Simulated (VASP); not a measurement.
Here is a VASP 6.6.1 calculation.

File INCAR:

```
ALGO = Normal
EDIFF = 1E-7
ENCUT = 520
GGA = PE
ISIF = 2
ISMEAR = 0
LASPH = T
LCHARG = F
LREAL = F
LWAVE = F
NBANDS = 15
NELM = 100
PREC = Accurate
SIGMA = 0.02
```

Contents of KPOINTS:

```
k-points
0
Gamma
  8 8 8
```

POSCAR

```
KF
1.0
    0.0000000000      2.7093664282      2.7093664282
    2.7093664282      0.0000000000      2.7093664282
    2.7093664282      2.7093664282      0.0000000000
K F
1 1
Direct
    0.0000000000      0.0000000000      0.0000000000
    0.5000000000      0.5000000000      0.5000000000
```

Potentials or basis: VASP PAW PBE potentials, release 64 (K_sv, F).

The run is started by

```console
$ cat potpaw_PBE.64/K_sv/POTCAR potpaw_PBE.64/F/POTCAR > POTCAR
$ mpirun -np 1 vasp_std > vasp.out
```

Task: Estimate the pressure.

Result: 0.0 GPa.

Task: Estimate the band gap on the k mesh.

Result: 5.95 eV, direct.

A k mesh can miss the band edges. PBE gaps usually lie below the measured ones, often by a third to a half.
